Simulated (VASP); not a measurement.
GaN:

```
Ga N
1.0
     0.00000    2.10852    2.12960
     2.10852    0.00000    2.12960
     2.10852    2.10852    0.00000
Ga N
1 1
Cartesian
  0.0000 0.0000 0.0000
  2.1085 2.1085 2.1296
```

This cell differs from its parent crystal: uniaxial z strain +1.0%.

Base run:

| Quantity | Value |
| --- | --- |
| Program | VASP 6.6.1 |
| Functional | r2SCAN |
| Potentials or basis | VASP PAW PBE potentials, release 64 (Ga_d, N) |
| Cutoff | 520 eV |
| k mesh | 10 × 10 × 10 |
| Occupations | gaussian, width 0.01 eV |
| Spin | no spin polarisation |

Its results: band gap on the k mesh 1.06 eV, indirect (least direct gap 3.22 eV); pressure -1.0 GPa.

Question: The run is repeated on the same cell with these changes: functional from r2SCAN to PBE; occupations from gaussian, width 0.01 eV to fermi-dirac, width 0.02 eV. What comes out?

Answer: Band gap on the k mesh 0.54 eV, indirect (least direct gap 2.65 eV); pressure 6.7 GPa.

Caveats: the PAW data sets were made with another functional, which shifts forces and pressure a little (some runs).

A k mesh can miss the band edges.
